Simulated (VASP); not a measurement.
Wanted: the native input for a VASP 6.6.1 run.

```
Task                   : single point
Functional             : PBE
Potentials or basis    : VASP PAW PBE potentials, release 64 (Ga_d, P, As)
Cutoff                 : 520 eV
k mesh                 : 10 × 10 × 4
Occupations            : gaussian, width 0.02 eV
Spin                   : no spin polarisation
Dipole correction      : no
Further INCAR settings : ALGO = Normal; EDIFF = 1e-07; NBANDS = 46
```

The structure of Ga4As3P lies in POSCAR:

```
Ga4As3P
1.0
    4.0188733581      0.0000000000      0.0000000000
    0.0000000000      4.0188733581      0.0000000000
    0.0000000000      0.0000000000     11.3713467547
Ga P As
4 1 3
Direct
    0.5000000000      0.0000000000      0.8818543393
    0.0000000000      0.5000000000      0.1181456607
    0.5000000000      0.0000000000      0.3725962428
    0.0000000000      0.5000000000      0.6274037572
    0.5000000000      0.5000000000      0.0000000000
    0.0000000000      0.0000000000      0.2454291742
    0.5000000000      0.5000000000      0.5000000000
    0.0000000000      0.0000000000      0.7545708258
```

These files were run (other wordings do the same):

INCAR

```
SYSTEM = Ga4As3P
PREC = Accurate
ENCUT = 520
EDIFF = 1E-7
ISMEAR = 0
SIGMA = 0.02
LREAL = .False.
LASPH = .True.
NELM = 60
ALGO = Normal
ISIF = 2
LWAVE = .False.
LCHARG = .False.
GGA = PE
NBANDS = 46
```

KPOINTS

```
regular mesh
0
Gamma
  10 10 4
  0 0 0
```

Potentials or basis: VASP PAW PBE potentials, release 64 (Ga_d, P, As).

The run is started by

```sh
$ cat potpaw_PBE.64/Ga_d/POTCAR potpaw_PBE.64/P/POTCAR potpaw_PBE.64/As/POTCAR > POTCAR
$ mpirun -np 1 vasp_std > vasp.out
```

It gave:

```yaml
Pressure: 0.1 GPa
Largest_force: 0.015 eV/Å
Band_gap_on_the_k_mesh: 0.47 eV
```

Caveat: semilocal functionals underestimate gaps, and a narrow one can read as zero.

Run time: 5.4 min on 1 thread of Intel(R) Xeon(R) 6975P-C (Granite Rapids), on a shared host, peak memory 0.55 GiB.
